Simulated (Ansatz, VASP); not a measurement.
# CdH2O2: VASP beside Ansatz

```
Cd H O
1.0
     3.56179    0.00000    0.00000
    -1.78089    3.08459    0.00000
     0.00000    0.00000    4.70408
Cd H O
1 2 2
Direct
  0.00000 0.00000 0.00000
  0.66667 0.33333 0.55096
  0.33333 0.66667 0.44904
  0.66667 0.33333 0.75937
  0.33333 0.66667 0.24063
```

Alike in both runs: task single point; functional PBEsol; k mesh 6 × 6 × 4; no spin polarisation.

|  | VASP | Ansatz |
| --- | --- | --- |
| version | VASP 6.6.1 | Ansatz 0.2.0 |
| potentials or method | VASP PAW PBE potentials, release 64 (Cd, H, O), cutoff 520 eV | plane waves, PAW |
| occupations | gaussian, width 0.01 eV | fixed |
| valence electrons in the cell | 26 | 34 |

```tsv
	VASP	Ansatz	Ansatz less VASP
pressure (GPa)	-3.9	-4.6	-0.66
traceless stress, the component that is largest in VASP (GPa)	0.43	0.04	-0.389
```

VASP's potentials were made for PBE, not for PBEsol. VASP's potentials hold 26 valence electrons a cell and Ansatz's 34, so a difference there can come from the potentials and not from the codes. Ansatz's warnings: structure snapped to symmetry.
